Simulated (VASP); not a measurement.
# SnO2 (rutile type) (P4_2/mnm) in VASP: a series of runs

SnO2 (rutile type) is run at these levels: LDA; tasks: single point.

Program: VASP 6.6.1. These are calculated values, not measurements. Logs are shortened: lines on timing, memory, paths and dates and some standing lists are left out, and cuts for length are marked.

**1. The cell of the first run**

It takes space group P4_2/mnm (No. 136, tetragonal). The conventional cell has a = 4.483 Å, b = 4.483 Å, c = 3.115 Å, α = 90.00°, β = 90.00°, γ = 90.00°. Sn (site symmetry mmm) has 6 O at 1.94 to 1.99 Å within 2.6 Å. O (site symmetry m2m) has 3 Sn at 1.94 to 1.99 Å and 1 O at 2.47 Å within 2.6 Å.

**2. Single point, LDA (10.43 Å³/atom)**

File INCAR:

```
  PREC = Accurate
  ENCUT = 520
  EDIFF = 1E-6
  ISMEAR = -1
  SIGMA = 0.08
  LREAL = F
  LASPH = T
  NELM = 80
  ALGO = Normal
  ISIF = 2
  LWAVE = F
  LCHARG = F
  NBANDS = 35
```

File KPOINTS:

```
Automatic mesh
0
Gamma
  8 8 11
```

File POSCAR:

```
SnO2
1.0
    4.4832082595      0.0000000000      0.0000000000
    0.0000000000      4.4832082595      0.0000000000
    0.0000000000      0.0000000000      3.1146458481
Sn O
2 4
Direct
    0.0000000000      0.0000000000      0.0000000000
    0.5000000000      0.5000000000      0.5000000000
    0.3053579244      0.3053579244      0.0000000000
    0.6946420756      0.6946420756      0.0000000000
    0.8053579244      0.1946420756      0.5000000000
    0.1946420756      0.8053579244      0.5000000000
```

Potentials or basis: VASP PAW LDA potentials, release 64 (Sn_d, O).

Run with:

```
cat potpaw_LDA.64/Sn_d/POTCAR potpaw_LDA.64/O/POTCAR > POTCAR
mpirun -np 1 vasp_std > vasp.out
```

OUTCAR:

```text
PREC = Accurate
   ENCUT = 520
   EDIFF = 1E-6
   ISMEAR = -1
   LREAL = F
   LASPH = T
   NELM = 80
   ISIF = 2

 ion  position               nearest neighbor table
   1  0.000  0.000  0.000-   3 1.94   4 1.94   5 1.99   6 1.99   5 1.99   6 1.99   2 3.53   2 3.53
                             2 3.53   2 3.53   2 3.53   2 3.53   2 3.53   2 3.53
   2  0.500  0.500  0.500-   5 1.94   6 1.94   3 1.99   4 1.99   3 1.99   4 1.99   1 3.53   1 3.53
                             1 3.53   1 3.53   1 3.53   1 3.53   1 3.53   1 3.53
   3  0.305  0.305  0.000-   1 1.94   2 1.99   2 1.99
   4  0.695  0.695  0.000-   1 1.94   2 1.99   2 1.99
   5  0.805  0.195  0.500-   2 1.94   1 1.99   1 1.99
   6  0.195  0.805  0.500-   2 1.94   1 1.99   1 1.99

  LATTYP: Found a simple tetragonal cell.
 ALAT       =     4.4832082595
 C/A-ratio  =     0.6947359274

  Lattice vectors:

 A1 = (   4.4832082595,   0.0000000000,   0.0000000000)
 A2 = (   0.0000000000,   4.4832082595,   0.0000000000)
 A3 = (   0.0000000000,   0.0000000000,   3.1146458481)

Analysis of symmetry for initial positions (statically):
=====================================================================
 Subroutine PRICEL returns:
 Original cell was already a primitive cell.

 Routine SETGRP: Setting up the symmetry group for a
 simple tetragonal supercell.

 Subroutine GETGRP returns: Found 16 space group operations
 (whereof  8 operations were pure point group operations)
 out of a pool of 16 trial point group operations.

The static configuration has the point symmetry D_2h.
 The point group associated with its full space group is D_4h.

Analysis of symmetry for dynamics (positions and initial velocities):
=====================================================================
 Subroutine PRICEL returns:
 Original cell was already a primitive cell.

 Routine SETGRP: Setting up the symmetry group for a
 simple tetragonal supercell.

 Subroutine GETGRP returns: Found 16 space group operations
 (whereof  8 operations were pure point group operations)
 out of a pool of 16 trial point group operations.

The dynamic configuration has the point symmetry D_2h.
 The point group associated with its full space group is D_4h.

 Subroutine INISYM returns: Found 16 space group operations
 (whereof  8 operations are pure point group operations),
 and found     1 'primitive' translations

----------------------------------------------------------------------------------------

                                     Primitive cell

  volume of cell :      62.6018

  direct lattice vectors                    reciprocal lattice vectors
     4.483208259  0.000000000  0.000000000     0.223054550  0.000000000  0.000000000
     0.000000000  4.483208259  0.000000000     0.000000000  0.223054550  0.000000000
     0.000000000  0.000000000  3.114645848     0.000000000  0.000000000  0.321063790

  length of vectors
     4.483208259  4.483208259  3.114645848     0.223054550  0.223054550  0.321063790

  position of ions in fractional coordinates (direct lattice)
     0.000000000  0.000000000  0.000000000
     0.500000000  0.500000000  0.500000000
     0.305357924  0.305357924  0.000000000
     0.694642076  0.694642076  0.000000000
     0.805357924  0.194642076  0.500000000
     0.194642076  0.805357924  0.500000000

  ion indices of the primitive-cell ions
   primitive index   ion index
                 1           1
                 2           2
                 3           3
                 4           4
                 5           5
                 6           6

----------------------------------------------------------------------------------------

 KPOINTS: Automatic mesh

Automatic generation of k-mesh.
 Grid dimensions read from file:
 generate k-points for:    8    8   11

 Generating k-lattice:

  Cartesian coordinates                     Fractional coordinates (reciprocal lattice)
     0.027881819  0.000000000  0.000000000     0.125000000  0.000000000  0.000000000
     0.000000000  0.027881819  0.000000000     0.000000000  0.125000000  0.000000000
     0.000000000  0.000000000  0.029187617     0.000000000  0.000000000  0.090909091

  Length of vectors
     0.027881819  0.027881819  0.029187617

  Shift w.r.t. Gamma in fractional coordinates (k-lattice)
     0.000000000  0.000000000  0.000000000

 Subroutine IBZKPT returns following result:
 ===========================================

 Found     90 irreducible k-points:

 Following reciprocal coordinates:
            Coordinates               Weight
  0.000000  0.000000  0.000000      1.000000
  0.125000  0.000000  0.000000      4.000000
  0.250000  0.000000  0.000000      4.000000
  0.375000  0.000000  0.000000      4.000000
  0.500000  0.000000  0.000000      2.000000
  0.125000  0.125000  0.000000      4.000000
[... 16 lines left out ...]
  0.375000  0.125000  0.090909     16.000000
  0.500000  0.125000  0.090909      8.000000
 [... further k-points ...]
   k-points           NKPTS =     90   k-points in BZ     NKDIM =     90   number of bands    NBANDS=     35
   number of dos      NEDOS =    301   number of ions     NIONS =      6
   total plane-waves  NPLWV =  31104
   dimension x,y,z NGX =    36 NGY =   36 NGZ =   24
   dimension x,y,z NGXF=    72 NGYF=   72 NGZF=   48
   ions per type =               2   4
   NGX,Y,Z   is equivalent  to a cutoff of  13.35, 13.35, 12.81 a.u.
   NGXF,Y,Z  is equivalent  to a cutoff of  26.70, 26.70, 25.62 a.u.
 SYSTEM =  unknown system
   PREC   = accura    normal or accurate (medium, high low for compatibility)
   ISTART =      0    job   : 0-new  1-cont  2-samecut
   ICHARG =      2    charge: 1-file 2-atom 10-const
   ISPIN  =      1    spin polarized calculation?
   LNONCOLLINEAR =      F non collinear calculations
   LSORBIT =      F    spin-orbit coupling
   LASPH  =      T    aspherical Exc in radial PAW
   ENCUT  =  520.0 eV  38.22 Ry    6.18 a.u.   8.34  8.34  5.79*2*pi/ulx,y,z
   NELM   =     80;   NELMIN=  2; NELMDL= -5     # of ELM steps
   EDIFF  = 0.1E-05   stopping-criterion for ELM
   LREAL  =      F    real-space projection
   EDIFFG = 0.1E-04   stopping-criterion for IOM
   NSW    =      0    number of steps for IOM
   IBRION =     -1    ionic relax: 0-MD 1-quasi-New 2-CG
   NFREE  =      0    steps in history (QN), initial steepest desc. (CG)
   ISIF   =      2    stress and relaxation
   ISYM   =      2    0-nonsym 1-usesym 2-fastsym
   POTIM  = 0.5000    time-step for ionic-motion
   TEBEG  =    0.0;   TEEND  =   0.0 temperature during run
   PSTRESS=    0.0 pullay stress
   NELECT =      52.0000    total number of electrons
   NUPDOWN=      -1.0000    fix difference up-down
   EMIN   =  10.00;   EMAX   =-10.00  energy-range for DOS
   EFERMI =   0.00;   METHOD = LEGACY
   ISMEAR =    -1;   SIGMA  =   0.08  broadening in eV -4-tet -1-fermi 0-gaus
   EFERMI_NEDOS =   21; number of points for ismear=-14 and -15
   IALGO  =     38    algorithm
   IMIX   =      4    mixing-type and parameters
     AMIX     =   0.40;   BMIX     =  1.00
     AMIX_MAG =   1.60;   BMIX_MAG =  1.00
  volume/ion in A,a.u.               =      10.43        70.41
  Fermi-wavevector in a.u.,A,eV,Ry     =   1.538912  2.908122 32.221998  2.368250
  Thomas-Fermi vector in A             =   2.645214
   LORBIT       =      0    0 simple, 1 ext, 2 COOP (PROOUT), +10 PAW based schemes
   GGA     = CA    functional components
   LHFCALC =     F    Hartree Fock is set to
   AEXX    =    0.0000 exact exchange contribution
   IVDW    =     0    specifies the selected vdW correction
   LEPSILON=     F    determine dielectric tensor
   LRPA    =     F    only Hartree local field effects (RPA)
 non-spin polarized calculation
  energy-cutoff  :      520.00
  volume of cell :       62.60
 maximum number of plane-waves:      1704
 NGX is ok and might be reduce to    36
   NGX = 17   NGY = 17   NGZ = 11

 number of electron      51.9999994 magnetization

 Free energy of the ion-electron system (eV)
  ---------------------------------------------------
  ext. energy  EPLUGINS =         0.00000000
  ---------------------------------------------------
  free energy    TOTEN  =       -41.35275687 eV

  energy without entropy =      -41.35275687  energy(sigma->0) =      -41.35275687

 E-fermi :   8.9897     XC(G=0): -12.5292

 val. band max:        7.5457526002   @ k =   0.0000   0.0000   0.0000
 cond. band min:      10.2956077108   @ k =   0.0000   0.0000   0.0000
 fundamental gap:      2.7498551106
 Fermi energy:         8.9897364401

 k-point     1 :       0.0000    0.0000    0.0000
  band No.  band energies     occupation
      1     -13.7679      2.00000
      2     -12.7905      2.00000
      3     -12.2991      2.00000
      4     -12.1440      2.00000
      5     -12.1219      2.00000
      6     -12.1219      2.00000
[... 27 lines left out ...]
     34      21.3138      0.00000
     35      21.3981      0.00000

 k-point     2 :       0.1250    0.0000    0.0000
  band No.  band energies     occupation
      1     -13.7351      2.00000
      2     -12.7745      2.00000
      3     -12.3588      2.00000
      4     -12.1484      2.00000
      5     -12.1195      2.00000
      6     -12.1194      2.00000
[... 27 lines left out ...]
     34      21.2397      0.00000
     35      21.3012      0.00000

 k-point     3 :       0.2500    0.0000    0.0000
  band No.  band energies     occupation
      1     -13.6376      2.00000
      2     -12.8184      2.00000
      3     -12.4219      2.00000
      4     -12.1636      2.00000
      5     -12.1136      2.00000
      6     -12.1131      2.00000
[... 27 lines left out ...]
     34      21.0062      0.00000
     35      21.0887      0.00000
[... 723 lines left out ...]
 k-point    23 :       0.3750    0.1250    0.0909
  band No.  band energies     occupation
      1     -13.4544      2.00000
      2     -13.0523      2.00000
      3     -12.4235      2.00000
      4     -12.3058      2.00000
      5     -12.0879      2.00000
      6     -12.0562      2.00000
[... 27 lines left out ...]
     34      20.6060      0.00000
     35      20.7628      0.00000

 k-point    24 :       0.5000    0.1250    0.0909
  band No.  band energies     occupation
      1     -13.2729      2.00000
      2     -13.2729      2.00000
      3     -12.3550      2.00000
      4     -12.3550      2.00000
      5     -12.0658      2.00000
      6     -12.0658      2.00000
[... 27 lines left out ...]
     34      20.4283      0.00000
     35      21.2886      0.00000

 [... further k-points ...]
[... 5 lines left out ...]
  --------------------------------------------------------------------------------------
  -------------------------------------------------------------------------------------
  Total       14.5765878     14.5765878     14.8029572      0.0000000      0.0000000      0.0000000
  in kB      373.0610912    373.0610912    378.8546009      0.0000000      0.0000000      0.0000000
  external PRESSURE =     374.9922611 kB  Pullay stress =       0.0000000 kB

 VOLUME and BASIS-vectors are now :
 -----------------------------------------------------------------------------
  energy-cutoff  :      520.00
  volume of cell :       62.60
      direct lattice vectors                 reciprocal lattice vectors
     4.483208259  0.000000000  0.000000000     0.223054550  0.000000000  0.000000000
     0.000000000  4.483208259  0.000000000     0.000000000  0.223054550  0.000000000
     0.000000000  0.000000000  3.114645848     0.000000000  0.000000000  0.321063790

 POSITION                                       TOTAL-FORCE (eV/Angst)
 -----------------------------------------------------------------------------------
      0.00000      0.00000      0.00000         0.000000      0.000000      0.000000
      2.24160      2.24160      1.55732         0.000000      0.000000      0.000000
      1.36898      1.36898      0.00000        -0.013918     -0.013918      0.000000
      3.11423      3.11423      0.00000         0.013918      0.013918     -0.000000
      3.61059      0.87262      1.55732        -0.013918      0.013918      0.000000
      0.87262      3.61059      1.55732         0.013918     -0.013918      0.000000
 -----------------------------------------------------------------------------------
    total drift:                                0.000000      0.000000      0.000000

  FREE ENERGIE OF THE ION-ELECTRON SYSTEM (eV)
  ---------------------------------------------------
  free  energy   TOTEN  =       -41.3527568713 eV

  energy  without entropy=      -41.3527568706  energy(sigma->0) =      -41.35275687
```

Run time: 3.5 min. Hardware: 1 thread of Intel Xeon 8259CL, shared host; peak memory 0.26 GiB.

Results:

```
Free energy            : -41.3528 eV
Pressure               : 37.5 GPa
Largest force          : 0.020 eV/Å
Band gap on the k mesh : 2.75 eV
```

Forces in eV/Å, atoms in the order of the input:
```
Sn   0.000  0.000  0.000
Sn   0.000  0.000  0.000
O   -0.014 -0.014  0.000
O    0.014  0.014  0.000
O   -0.014  0.014  0.000
O    0.014 -0.014  0.000
```

Caveat: the cell stands under pressure; spin-orbit coupling is left out, which moves the levels of the heavy elements. A k mesh can miss the band edges.

**3. Single point, LDA (10.43 Å³/atom)**

Changes to INCAR since step 2:

```diff
@@ -2,3 +2,3 @@
   ENCUT = 520
-  EDIFF = 1E-6
+  EDIFF = 1E-7
   ISMEAR = -1
@@ -12,2 +12,3 @@
   LCHARG = F
+  GGA = CA
   NBANDS = 35
```

KPOINTS is that of step 2.

POSCAR is that of step 2.

Potentials or basis: VASP PAW LDA potentials, release 64 (Sn_d, O).

Run with:

```
cat potpaw_LDA.64/Sn_d/POTCAR potpaw_LDA.64/O/POTCAR > POTCAR
mpirun -np 1 vasp_std > vasp.out
```

Run time: 3.8 min. Hardware: 1 thread of Intel Xeon 8259CL, shared host; peak memory 0.26 GiB.

Results (log left out):

- Free energy: -41.3528 eV
- Pressure: 37.5 GPa
- Largest force: 0.020 eV/Å
- Band gap on the k mesh: 2.75 eV

Forces in eV/Å, atoms in the order of the input:
```
Sn   0.000  0.000  0.000
Sn   0.000  0.000  0.000
O   -0.014 -0.014  0.000
O    0.014  0.014  0.000
O   -0.014  0.014  0.000
O    0.014 -0.014  0.000
```

Stress tensor (GPa, compression positive):
```
37.34  0.00  0.00
 0.00 37.34  0.00
 0.00  0.00 37.92
```

Levels at points of the mesh, in eV from the valence-band top:
| k point | band 22 | band 23 | band 24 | band 25 | band 26 | band 27 | band 28 | band 29 | band 30 | band 31 |
| --- | --- | --- | --- | --- | --- | --- | --- | --- | --- | --- |
| (0.00, 0.00, 0.00) | -1.21 | -1.21 | -0.88 | -0.88 | 0.00 | 2.75 | 6.57 | 6.57 | 6.86 | 10.88 |
| (0.50, 0.00, 0.00) | -2.14 | -1.20 | -1.20 | -0.68 | -0.68 | 5.82 | 5.82 | 7.41 | 7.41 | 12.46 |
| (0.50, 0.50, 0.00) | -2.37 | -1.33 | -1.33 | -0.96 | -0.96 | 6.21 | 6.21 | 8.20 | 8.20 | 12.18 |

Caveat: the cell stands under pressure; spin-orbit coupling is left out, which moves the levels of the heavy elements.

**4. Single point, LDA (11.15 Å³/atom)**

This run uses another cell than the first one, of 11.15 Å³/atom.

File INCAR:

```
PREC     = Accurate       # precision mode
ENCUT    = 520            # plane-wave cutoff, eV
EDIFF    = 1E-6           # SCF threshold, eV
ISMEAR   = -1             # smearing method
SIGMA    = 0.08           # smearing width, eV
LREAL    = F              # projectors in reciprocal space
LASPH    = T              # aspherical terms in the spheres
NELM     = 100            # most SCF steps
ALGO     = Normal         # electronic algorithm
ISIF     = 2              # what is computed and relaxed
LWAVE    = F              # write WAVECAR
LCHARG   = T              # write CHGCAR
LELF     = T              # ELF
LVHAR    = T            
NBANDS   = 35             # bands
```

KPOINTS is that of step 3.

File POSCAR:

```
SnO2
1.0
    4.6046074570      0.0000000000      0.0000000000
    0.0000000000      4.6046074570      0.0000000000
    0.0000000000      0.0000000000      3.1538893754
Sn O
2 4
Direct
    0.0000000000      0.0000000000      0.0000000000
    0.5000000000      0.5000000000      0.5000000000
    0.3054188603      0.3054188603      0.0000000000
    0.6945811397      0.6945811397      0.0000000000
    0.8054188603      0.1945811397      0.5000000000
    0.1945811397      0.8054188603      0.5000000000
```

Run with:

```
cat potpaw_LDA.64/Sn_d/POTCAR potpaw_LDA.64/O/POTCAR > POTCAR
mpirun -np 1 vasp_std > vasp.out
```

It took 4 min on 1 thread of Intel Xeon 8259CL, shared host; peak memory 0.27 GiB.

Results (log left out):

- Free energy: -42.0573 eV
- Pressure: 16.2 GPa
- Largest force: 0.018 eV/Å
- Band gap on the k mesh: 1.91 eV

Forces in eV/Å, atoms in the order of the input:
```
Sn   0.000  0.000  0.000
Sn   0.000  0.000  0.000
O   -0.012 -0.012  0.000
O    0.012  0.012  0.000
O   -0.012  0.012  0.000
O    0.012 -0.012  0.000
```

Stress tensor (GPa, compression positive):
```
16.00  0.00  0.00
 0.00 16.00  0.00
 0.00  0.00 16.49
```

Levels at points of the mesh, in eV from the valence-band top:
| k point | band 22 | band 23 | band 24 | band 25 | band 26 | band 27 | band 28 | band 29 | band 30 | band 31 |
| --- | --- | --- | --- | --- | --- | --- | --- | --- | --- | --- |
| (0.00, 0.00, 0.00) | -1.26 | -1.26 | -0.85 | -0.85 | 0.00 | 1.91 | 6.31 | 6.31 | 6.42 | 10.45 |
| (0.50, 0.00, 0.00) | -2.11 | -1.23 | -1.23 | -0.67 | -0.67 | 5.04 | 5.04 | 7.11 | 7.11 | 11.62 |
| (0.50, 0.50, 0.00) | -2.23 | -1.36 | -1.36 | -0.95 | -0.95 | 5.44 | 5.44 | 7.74 | 7.74 | 11.54 |

Caveat: the cell stands under pressure; spin-orbit coupling is left out, which moves the levels of the heavy elements. A k mesh can miss the band edges.

(Part 1 of 2 ends here.)
